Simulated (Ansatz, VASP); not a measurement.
# Si7Ge: VASP beside Ansatz

The input INCAR:

```
SYSTEM = Si7Ge
PREC = Accurate ; ENCUT = 520
EDIFF = 1E-6 ; ISMEAR = 0
SIGMA = 0.03 ; LREAL = .False.
LASPH = .True. ; NELM = 80
ALGO = Normal ; ISIF = 2
LWAVE = .False. ; LCHARG = .False.
GGA = PS ; NBANDS = 31
```

Contents of KPOINTS:

```
Automatic mesh
0
Gamma
  8 8 8
  0 0 0
```

The input POSCAR:

```
Si7Ge
1.0
    5.1488654359      0.0000000000      0.0000000000
    0.0000000000      5.1488654359      0.0000000000
    0.0000000000      0.0000000000      5.8089499848
Si Ge
7 1
Direct
    0.2525986838      0.2525986838      0.2525986838
    0.0000000000      0.5000000000      0.5000000000
    0.5000000000      0.5000000000      0.0000000000
    0.5000000000      0.0000000000      0.5000000000
    0.7474013162      0.2525986838      0.7474013162
    0.7474013162      0.7474013162      0.2525986838
    0.2525986838      0.7474013162      0.7474013162
    0.0000000000      0.0000000000      0.0000000000
```

Input for Ansatz:

```yaml
crystal:
  lattice:
    - [5.1488654359, 0.0, 0.0]
    - [0.0, 5.1488654359, 0.0]
    - [0.0, 0.0, 5.8089499848]
  atoms:
    - { symbol: Si, position: [0.2525986838, 0.2525986838, 0.2525986838] }
    - { symbol: Si, position: [0.0, 0.5, 0.5] }
    - { symbol: Si, position: [0.5, 0.5, 0.0] }
    - { symbol: Si, position: [0.5, 0.0, 0.5] }
    - { symbol: Si, position: [0.7474013162, 0.2525986838, 0.7474013162] }
    - { symbol: Si, position: [0.7474013162, 0.7474013162, 0.2525986838] }
    - { symbol: Si, position: [0.2525986838, 0.7474013162, 0.7474013162] }
    - { symbol: Ge, position: [0.0, 0.0, 0.0] }
basis:
  ecutwfc: 420
kpoints:
  mp_grid: { grid: [8, 8, 8] }
hamiltonian:
  xc: pbesol
  pseudopotentials: { kind: paw, azcp: { folder: soft_1 } }
scf:
  occupations: { method: gaussian, width: 0.03 }
output:
  forces: true
  stress: true
  eigenvalues: true
```

Alike in both runs: task single point; functional PBEsol; k mesh 8 × 8 × 8; occupations gaussian, width 0.03 eV; no spin polarisation.

|  | VASP | Ansatz |
| --- | --- | --- |
| version | VASP 6.6.1 | Ansatz 0.2.0 |
| potentials or method | VASP PAW PBE potentials, release 64 (Si, Ge_d), cutoff 520 eV | scalar-relativistic, plane waves, PAW |
| valence electrons in the cell | 42 | 42 |

Ansatz gave:

* gap on the k mesh at the Fermi level (eV): none
* pressure (GPa): 5.0
* traceless stress, the component that is largest in VASP (GPa): -8.80
* rms of the force components (eV/Å): 0.022

**Question.** Which values does VASP return?

**Answer.** gap on the k mesh at the Fermi level (eV): none; pressure (GPa): 5.1; traceless stress, the component that is largest in VASP (GPa): -8.79; rms of the force components (eV/Å): 0.020.

VASP's potentials were made for PBE, not for PBEsol, and Ansatz warns of the same on its side. Atom by atom the forces differ by 0.004 eV/Å (rms over components). A gap of «none» marks a metal or a gap that the smearing closes. The functional is the same, so the differences come from potentials, cutoffs and numerics.
